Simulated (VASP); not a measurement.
Here is a VASP 6.6.1 calculation.

File INCAR:

```
SYSTEM = Si3B4
  PREC = Accurate
  ENCUT = 600
  EDIFF = 1E-6
  ISMEAR = 0
  SIGMA = 0.1
  LREAL = .FALSE.
  LASPH = .TRUE.
  NELM = 60
  ALGO = Normal
  ISIF = 3
  LWAVE = .FALSE.
  LCHARG = .FALSE.
  GGA = PE
  IBRION = 2
  NSW = 90
  EDIFFG = -0.04
```

File KPOINTS:

```
regular mesh
0
G
  6 6 4
  0 0 0
```

File POSCAR:

```
Si3B4
1.0
    4.7530658500      0.0000000000      0.0000000000
   -2.3765329300      4.1162757700      0.0000000000
    0.0000000000      0.0000000000      4.7183237200
Si B
3 4
Direct
    0.0000000000      0.5000000000      0.0000000000
    0.5000000000      0.0000000000      0.0000000000
    0.5000000000      0.5000000000      0.0000000000
    0.0000000000      0.0000000000      0.2603348200
    0.0000000000      0.0000000000      0.7396651800
    0.3333333300      0.6666666700      0.5000000000
    0.6666666700      0.3333333300      0.5000000000
```

Potentials or basis: VASP PAW PBE potentials, release 64 (Si, B).

Run with:

```sh
$ cat potpaw_PBE.64/Si/POTCAR potpaw_PBE.64/B/POTCAR > POTCAR
$ mpirun -np 1 vasp_std > vasp.out
```

(1) Predict the band gap on the k mesh.

(2) Estimate the relaxed cell.

(3) What does it give for the relaxed volume?

Results:

(1) zero (bands 12 and 13 overlap by 2.62 eV).

(2) a = 5.280 Å, b = 5.280 Å, c = 3.091 Å, α = 90.00°, β = 90.00°, γ = 120.00°.

(3) 10.66 Å³/atom.

Caveat: the volume moved by over 15 % at a fixed basis, so the end points are rough.
